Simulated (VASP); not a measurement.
Here is a VASP 6.6.1 calculation.

INCAR

```
PREC = Accurate
ENCUT = 500
EDIFF = 1E-6
ISMEAR = 0
SIGMA = 0.01
LREAL = False
LASPH = True
NELM = 120
ALGO = Normal
ISIF = 2
LWAVE = False
LCHARG = True
GGA = PS
LELF = True
LVHAR = True
NBANDS = 19
GGA_COMPAT = False
```

KPOINTS

```
Automatic mesh
0
Gamma
  6 6 4
```

POSCAR

```
ZrS2
1.0
    3.6743619272      0.0000000000      0.0000000000
   -1.8371809636      3.1820907716      0.0000000000
    0.0000000000      0.0000000000      5.8571358081
Zr S
1 2
Direct
    0.0000000000      0.0000000000      0.0000000000
    0.6666666667      0.3333333333      0.7537648223
    0.3333333333      0.6666666667      0.2462351777
```

Potentials or basis: VASP PAW PBE potentials, release 64 (Zr_sv, S).

Run with:

```bash
$ cat potpaw_PBE.64/Zr_sv/POTCAR potpaw_PBE.64/S/POTCAR > POTCAR
$ mpirun -np 1 vasp_std > vasp.out
```

Problem. Predict the band gap on the k mesh.

Solution. 0.81 eV, indirect (least direct gap 1.45 eV).

Problem. What does it give for the largest force?

Solution. 0.126 eV/Å.

Forces on the atoms (eV/Å):
```
Zr   0.000  0.000  0.000
S    0.000  0.000  0.126
S    0.000  0.000 -0.126
```

Caveat: the PAW data sets were made with another functional, which shifts forces and pressure a little. Expect the measured gap to be larger: semilocal functionals such as PBEsol lack the derivative discontinuity.
